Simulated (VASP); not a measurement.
Crystal: La.

```
CELL_PARAMETERS angstrom
0.00000 2.65465 2.65465
2.65465 0.00000 2.65465
2.65465 2.65465 0.00000
ATOMIC_POSITIONS crystal
La 0.00000 0.00000 0.00000
```

- Program: VASP 6.6.1
- Task: relaxation of cell and atoms
- Functional: LDA
- Potentials or basis: VASP PAW LDA potentials, release 64 (La)
- Cutoff: 600 eV
- k mesh: 10 × 10 × 10
- Occupations: fermi-dirac, width 0.1 eV
- Spin: no spin polarisation

At the start: pressure -3.5 GPa; volume 37.42 Å³/atom.

Question: Where does the relaxation end?

Answer: Over 4 steps the energy falls by 64.8 meV/atom and the volume is 31.88 Å³/atom (-14.8 %); space group Fm-3m (No. 225, to 0.05 Å).

Step by step:
```
step  energy change (eV)  largest force (eV/Å)  pressure (GPa)  volume (Å³)
   1              0.0000                0.0000           -3.53        37.42
   2             -0.0612                0.0000           -0.92        33.13
   3             -0.0648                0.0000           -0.06        31.98
   4             -0.0648                0.0000            0.03        31.88
```

Final structure:
```yaml
crystal:
  lattice:
    - [0.00000, 2.51662, 2.51662]
    - [2.51662, 0.00000, 2.51662]
    - [2.51662, 2.51662, 0.00000]
  atoms:
    - { symbol: La, position: [0.00000, 0.00000, 0.00000] }
```
